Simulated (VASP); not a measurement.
# YCu2S2 (P-3m1) in VASP: single point with PBE

Aim: the single point of YCu2S2 with PBE.

Program: VASP 6.6.1. These are calculated values, not measurements. Logs are shortened: lines on timing, memory, paths and dates and some standing lists are left out, and cuts for length are marked.

### Step 1. The cell of the first run

Symmetry: P-3m1, No. 164, trigonal system. Conventional cell: a = 3.927 Å, b = 3.927 Å, c = 6.414 Å, α = 90.00°, β = 90.00°, γ = 120.00°. Within 3.7 Å of Y (site symmetry -3m) lie 6 S at 2.84 Å and 6 Cu at 3.15 Å. Cu (site symmetry 3m) has 4 S at 2.32 to 2.51 Å and 3 Cu at 3.04 Å within 3.1 Å. Within 3.1 Å of S (site symmetry 3m) lie 4 Cu at 2.32 to 2.51 Å and 3 Y at 2.84 Å.

### Step 2. Single point, PBE

The input, INCAR:

```
  ALGO = Normal
  EDIFF = 1E-6
  ENCUT = 520
  GGA = PE
  ISIF = 2
  ISMEAR = -1
  LASPH = T
  LCHARG = F
  LREAL = F
  LWAVE = F
  NBANDS = 30
  NELM = 60
  PREC = Accurate
  SIGMA = 0.15
```

The input, KPOINTS:

```
k-points
0
Gamma
  7 7 4
```

The input, POSCAR:

```
YCu2S2
1.0
    3.9274040000      0.0000000000      0.0000000000
   -1.9637020000      3.4012320000      0.0000000000
    0.0000000000      0.0000000000      6.4141120000
Y Cu S
1 2 2
Direct
    0.0000000000      0.0000000000      0.0000000000
    0.6666666667      0.3333333333      0.6583610000
    0.3333333333      0.6666666667      0.3416390000
    0.6666666667      0.3333333333      0.2673940000
    0.3333333333      0.6666666667      0.7326060000
```

Potentials or basis: VASP PAW PBE potentials, release 64 (Y_sv, Cu, S).

Command:

```sh
> cat potpaw_PBE.64/Y_sv/POTCAR potpaw_PBE.64/Cu/POTCAR potpaw_PBE.64/S/POTCAR > POTCAR
> mpirun -np 1 vasp_std > vasp.out
```

OUTCAR:

```text
EDIFF = 1E-6
   ENCUT = 520
   GGA = PE
   ISIF = 2
   ISMEAR = -1
   LASPH = T
   LREAL = F
   NELM = 60
   PREC = Accurate

 ion  position               nearest neighbor table
   1  0.000  0.000  0.000-   4 2.84   5 2.84   4 2.84   5 2.84   4 2.84   5 2.84   2 3.15   3 3.15
                             3 3.15   2 3.15   2 3.15   3 3.15
   2  0.667  0.333  0.658-   5 2.32   5 2.32   5 2.32   4 2.51   1 3.15   1 3.15   1 3.15
   3  0.333  0.667  0.342-   4 2.32   4 2.32   4 2.32   5 2.51   1 3.15   1 3.15   1 3.15
   4  0.667  0.333  0.267-   3 2.32   3 2.32   3 2.32   2 2.51   1 2.84   1 2.84   1 2.84
   5  0.333  0.667  0.733-   2 2.32   2 2.32   2 2.32   3 2.51   1 2.84   1 2.84   1 2.84

  LATTYP: Found a hexagonal cell.
 ALAT       =     3.9274040000
 C/A-ratio  =     1.6331683728

  Lattice vectors:

 A1 = (   3.9274040000,   0.0000000000,   0.0000000000)
 A2 = (  -1.9637020000,   3.4012320000,   0.0000000000)
 A3 = (   0.0000000000,   0.0000000000,   6.4141120000)

Analysis of symmetry for initial positions (statically):
=====================================================================
 Subroutine PRICEL returns:
 Original cell was already a primitive cell.

 Routine SETGRP: Setting up the symmetry group for a
 hexagonal supercell.

 Subroutine GETGRP returns: Found 12 space group operations
 (whereof 12 operations were pure point group operations)
 out of a pool of 24 trial point group operations.
[... 9 lines left out ...]
 hexagonal supercell.

 Subroutine GETGRP returns: Found 12 space group operations
 (whereof 12 operations were pure point group operations)
 out of a pool of 24 trial point group operations.

The dynamic configuration has the point symmetry D_3d.

 Subroutine INISYM returns: Found 12 space group operations
 (whereof 12 operations are pure point group operations),
 and found     1 'primitive' translations

----------------------------------------------------------------------------------------

                                     Primitive cell

  volume of cell :      85.6798

  direct lattice vectors                    reciprocal lattice vectors
     3.927404000  0.000000000  0.000000000     0.254621119  0.147005556  0.000000000
    -1.963702000  3.401232000  0.000000000     0.000000000  0.294011111  0.000000000
     0.000000000  0.000000000  6.414112000     0.000000000  0.000000000  0.155906227

  length of vectors
     3.927404000  3.927404316  6.414112000     0.294011135  0.294011111  0.155906227

  position of ions in fractional coordinates (direct lattice)
     0.000000000  0.000000000  0.000000000
     0.666666667  0.333333333  0.658361000
[... 81 lines left out ...]
   ENCUT  =  520.0 eV  38.22 Ry    6.18 a.u.   7.30  7.30 11.93*2*pi/ulx,y,z
   NELM   =     60;   NELMIN=  2; NELMDL= -5     # of ELM steps
   EDIFF  = 0.1E-05   stopping-criterion for ELM
   LREAL  =      F    real-space projection
   EDIFFG = 0.1E-04   stopping-criterion for IOM
   NSW    =      0    number of steps for IOM
   IBRION =     -1    ionic relax: 0-MD 1-quasi-New 2-CG
   NFREE  =      0    steps in history (QN), initial steepest desc. (CG)
   ISIF   =      2    stress and relaxation
   ISYM   =      2    0-nonsym 1-usesym 2-fastsym
   POTIM  = 0.5000    time-step for ionic-motion
   TEBEG  =    0.0;   TEEND  =   0.0 temperature during run
   PSTRESS=    0.0 pullay stress
   NELECT =      45.0000    total number of electrons
   NUPDOWN=      -1.0000    fix difference up-down
   EMIN   =  10.00;   EMAX   =-10.00  energy-range for DOS
   EFERMI =   0.00;   METHOD = LEGACY
   ISMEAR =    -1;   SIGMA  =   0.15  broadening in eV -4-tet -1-fermi 0-gaus
   EFERMI_NEDOS =   21; number of points for ismear=-14 and -15
   IALGO  =     38    algorithm
   IMIX   =      4    mixing-type and parameters
     AMIX     =   0.40;   BMIX     =  1.00
     AMIX_MAG =   1.60;   BMIX_MAG =  1.00
  volume/ion in A,a.u.               =      17.14       115.64
  Fermi-wavevector in a.u.,A,eV,Ry     =   1.320848  2.496041 23.737264  1.744640
  Thomas-Fermi vector in A             =   2.450645
   LORBIT       =      0    0 simple, 1 ext, 2 COOP (PROOUT), +10 PAW based schemes
   GGA     = PE    functional components
   LHFCALC =     F    Hartree Fock is set to
   AEXX    =    0.0000 exact exchange contribution
   IVDW    =     0    specifies the selected vdW correction
   LEPSILON=     F    determine dielectric tensor
   LRPA    =     F    only Hartree local field effects (RPA)
 non-spin polarized calculation
  energy-cutoff  :      520.00
  volume of cell :       85.68
 maximum number of plane-waves:      2340
 NGX is ok and might be reduce to    30
   NGX = 15   NGY = 15   NGZ = 23

 number of electron      44.9999980 magnetization

 Free energy of the ion-electron system (eV)
  ---------------------------------------------------
  ext. energy  EPLUGINS =         0.00000000
  ---------------------------------------------------
  free energy    TOTEN  =       -26.29502073 eV

  energy without entropy =      -26.15051932  energy(sigma->0) =      -26.22277003

 E-fermi :   7.4643     XC(G=0): -10.8582

 val. band max:        7.4576115139   @ k =   0.1429   0.0000   0.5000
 cond. band min:       7.5378926021   @ k =   0.1429   0.0000   0.0000
 fundamental gap:      0.0802810882
 Fermi energy:         7.4642540463

 k-point     1 :       0.0000    0.0000    0.0000
  band No.  band energies     occupation
      1     -36.2139      2.00000
      2     -16.3534      2.00000
      3     -16.1610      2.00000
      4     -16.1610      2.00000
      5      -8.3349      2.00000
      6      -7.3004      2.00000
[... 781 lines left out ...]
     29      10.5727      0.00000
     30      12.0725      0.00000

 [... further k-points ...]
[... 5 lines left out ...]
  --------------------------------------------------------------------------------------
  -------------------------------------------------------------------------------------
  Total        0.3336340      0.3336341      0.2726819      0.0000000      0.0000000      0.0000000
  in kB        6.2388212      6.2388225      5.0990405      0.0000000      0.0000000      0.0000000
  external PRESSURE =       5.8588947 kB  Pullay stress =       0.0000000 kB

 VOLUME and BASIS-vectors are now :
 -----------------------------------------------------------------------------
  energy-cutoff  :      520.00
  volume of cell :       85.68
      direct lattice vectors                 reciprocal lattice vectors
     3.927404000  0.000000000  0.000000000     0.254621119  0.147005556  0.000000000
    -1.963702000  3.401232000  0.000000000     0.000000000  0.294011111  0.000000000
     0.000000000  0.000000000  6.414112000     0.000000000  0.000000000  0.155906227

 POSITION                                       TOTAL-FORCE (eV/Angst)
 -----------------------------------------------------------------------------------
      0.00000      0.00000      0.00000         0.000000     -0.000000     -0.000000
      1.96370      1.13374      4.22280        -0.000000     -0.000000      0.044035
     -0.00000      2.26749      2.19131        -0.000000      0.000000     -0.044035
      1.96370      1.13374      1.71510         0.000000     -0.000000     -0.051639
     -0.00000      2.26749      4.69902         0.000000     -0.000000      0.051639
 -----------------------------------------------------------------------------------
    total drift:                                0.000000      0.000000      0.000000

  FREE ENERGIE OF THE ION-ELECTRON SYSTEM (eV)
  ---------------------------------------------------
  free  energy   TOTEN  =       -26.2950207319 eV

  energy  without entropy=      -26.1505193189  energy(sigma->0) =      -26.22277003
```

It took 3.3 min on 1 thread of Intel Xeon 8259CL, shared host; peak memory 0.25 GiB.

Results:

- Free energy: -26.2950 eV
- Pressure: 0.6 GPa
- Largest force: 0.052 eV/Å

Forces in eV/Å, atoms in the order of the input:
```
Y    0.000  0.000  0.000
Cu   0.000  0.000  0.044
Cu   0.000  0.000 -0.044
S    0.000  0.000 -0.052
S    0.000  0.000  0.052
```

Stress tensor (GPa, compression positive):
```
0.62 0.00 0.00
0.00 0.62 0.00
0.00 0.00 0.51
```

Levels at points of the mesh, in eV from the Fermi level:
| k point | band 20 | band 21 | band 22 | band 23 | band 24 | band 25 | band 26 | band 27 |
| --- | --- | --- | --- | --- | --- | --- | --- | --- |
| (0.00, 0.00, 0.00) | -1.84 | -1.43 | -1.43 | -0.43 | 0.23 | 0.38 | 0.72 | 0.72 |
| (0.00, 0.00, 0.50) | -2.13 | -1.77 | -1.77 | -0.37 | 0.72 | 0.77 | 0.77 | 1.68 |

With open d or f shells a metallic result of PBE can be an artefact of self-interaction; +U or a hybrid may open a gap.
